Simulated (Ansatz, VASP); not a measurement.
## Fe in VASP and in Ansatz

The input INCAR:

```
PREC = Accurate
ENCUT = 600
EDIFF = 1E-6
ISMEAR = 0
SIGMA = 0.1
LREAL = F
LASPH = T
NELM = 150
ALGO = Fast
ISIF = 3
LWAVE = F
LCHARG = F
ISPIN = 2
MAGMOM = 2.26
LORBIT = 11
LMAXMIX = 4
GGA = PE
IBRION = 2
NSW = 80
EDIFFG = -0.01
```

The input KPOINTS:

```
regular mesh
0
Gamma
  20 20 20
```

The input POSCAR:

```
Fe
1.0
   -1.4100753516      1.4100738582      1.4101462064
    1.4100753516     -1.4100738582      1.4101462064
    1.4100753516      1.4100738582     -1.4101462064
Fe
1
Direct
    0.5000000000      0.5000000000      0.0000000000
```

Input for Ansatz:

```yaml
crystal:
  lattice:
    - [-1.4100753516, 1.4100738582, 1.4101462064]
    - [1.4100753516, -1.4100738582, 1.4101462064]
    - [1.4100753516, 1.4100738582, -1.4101462064]
  atoms:
    - { symbol: Fe, position: [0.5, 0.5, 0.0], spin: 2.26 }
basis:
  ecutwfc: 420
kpoints:
  mp_grid: { grid: [20, 20, 20] }
hamiltonian:
  xc: pbe
scf:
  occupations: { method: gaussian, width: 0.1 }
output:
  forces: true
  stress: true
  eigenvalues: true
  populations: true
magnetization:
  spin_polarized: true
relax:
  adjacent_minimum: "off"
  f_tol: 0.01
  max_steps: 60
  cell: { stress_tol: 0.1 }
```

Alike in both runs: task relaxation of cell and atoms; functional PBE; k mesh 20 × 20 × 20; occupations gaussian, width 0.1 eV; collinear spin.

```csv
,VASP,Ansatz
version,VASP 6.6.1,Ansatz 0.2.0
potentials or method,"VASP PAW PBE potentials, release 64 (Fe), cutoff 600 eV","scalar-relativistic, plane waves, PAW"
valence electrons in the cell,8,16
```

Ansatz gave:

* gap on the k mesh at the Fermi level, each at its own relaxed structure (eV): none
* net moment per atom (μB): 2.17
* size of the moment on the site where the two differ most (μB): 2.22
* relaxed volume (Å³/atom): 11.35
* relaxed length of the cell vector where the two differ most in proportion (Å): 2.452

Task: Estimate VASP's values.

Result: gap on the k mesh at the Fermi level, each at its own relaxed structure (eV): none; net moment per atom (μB): 2.19; size of the moment on the site where the two differ most (μB): 2.19; relaxed volume (Å³/atom): 11.34; relaxed length of the cell vector where the two differ most in proportion (Å): 2.452.

Site moments also hang on the region over which each program counts them. A gap of «none» marks a metal or a gap that the smearing closes. VASP's potentials hold 8 valence electrons a cell and Ansatz's 16, so a difference there can come from the potentials and not from the codes. Ansatz's warnings: structure snapped to symmetry.
